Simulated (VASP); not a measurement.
Set up this calculation in VASP 6.6.1, as the native input.

```
Task                   : single point
Functional             : r2SCAN
Dispersion             : D3(BJ)
Potentials or basis    : VASP PAW PBE potentials, release 64 (Hg, Te)
Cutoff                 : 520 eV
k mesh                 : 7 × 7 × 7
Occupations            : fermi-dirac, width 0.05 eV
Spin                   : no spin polarisation
Dipole correction      : no
Further INCAR settings : ALGO = Normal; EDIFF = 1e-06; NBANDS = 16
```

The system is HgTe (Coloradoite).

```xyz
2
Lattice="0.0000 3.1929 3.1929 3.1929 0.0000 3.1929 3.1929 3.1929 0.0000" Properties=species:S:1:pos:R:3 pbc="T T T"
Hg    0.0000    0.0000    0.0000
Te    4.7894    4.7894    4.7894
```

These files were run (other wordings do the same):

POSCAR

```
HgTe
1.0
    0.0000000000      3.1929255244      3.1929255244
    3.1929255244      0.0000000000      3.1929255244
    3.1929255244      3.1929255244      0.0000000000
Hg Te
1 1
Direct
    0.0000000000      0.0000000000      0.0000000000
    0.7500000000      0.7500000000      0.7500000000
```

INCAR.step1

```
PREC     = Accurate       # precision mode
ENCUT    = 520            # plane-wave cutoff, eV
ISMEAR   = -1             # smearing method
SIGMA    = 0.05           # smearing width, eV
LREAL    = F              # projectors in reciprocal space
LASPH    = T              # aspherical terms in the spheres
NELM     = 80             # most SCF steps
NBANDS   = 16             # bands
GGA      = PE             # functional
ALGO     = Normal         # electronic algorithm
EDIFF    = 1E-4           # SCF threshold, eV
LWAVE    = T              # write WAVECAR
LCHARG   = F              # write CHGCAR
```

INCAR.step2

```
PREC     = Accurate       # precision mode
ENCUT    = 520            # plane-wave cutoff, eV
EDIFF    = 1E-6           # SCF threshold, eV
ISMEAR   = -1             # smearing method
SIGMA    = 0.05           # smearing width, eV
LREAL    = F              # projectors in reciprocal space
LASPH    = T              # aspherical terms in the spheres
NELM     = 80             # most SCF steps
ALGO     = Normal         # electronic algorithm
ISIF     = 2              # what is computed and relaxed
LWAVE    = F              # write WAVECAR
LCHARG   = F              # write CHGCAR
METAGGA  = R2SCAN         # meta-GGA
LMIXTAU  = T            
IVDW     = 12             # dispersion correction
VDW_S6   = 1.0          
VDW_S8   = 0.78981345   
VDW_A1   = 0.49484001   
VDW_A2   = 5.73083694   
NBANDS   = 16             # bands
ISTART   = 1
```

KPOINTS

```
Automatic mesh
0
Gamma
  7 7 7
```

Potentials or basis: VASP PAW PBE potentials, release 64 (Hg, Te).

The run is started by

```sh
$ cat potpaw_PBE.64/Hg/POTCAR potpaw_PBE.64/Te/POTCAR > POTCAR
$ cp INCAR.step1 INCAR
$ mpirun -np 1 vasp_std > vasp.out
$ cp INCAR.step2 INCAR
$ mpirun -np 1 vasp_std > vasp.out
```

Results of the run:

```
Pressure                   : 3.6 GPa
Band gap on the k mesh     : zero (filled and empty bands touch)
Dispersion energy per atom : -0.182 eV
```

Caveat: the PAW data sets were made with another functional, which shifts forces and pressure a little; spin-orbit coupling is left out, which moves the levels of the heavy elements; pairwise dispersion overbinds metals, which lowers pressure and volume.

Wall time 39 s on 1 thread of Intel(R) Xeon(R) 6975P-C (Granite Rapids), with other jobs on the host, peak memory 0.22 GiB.
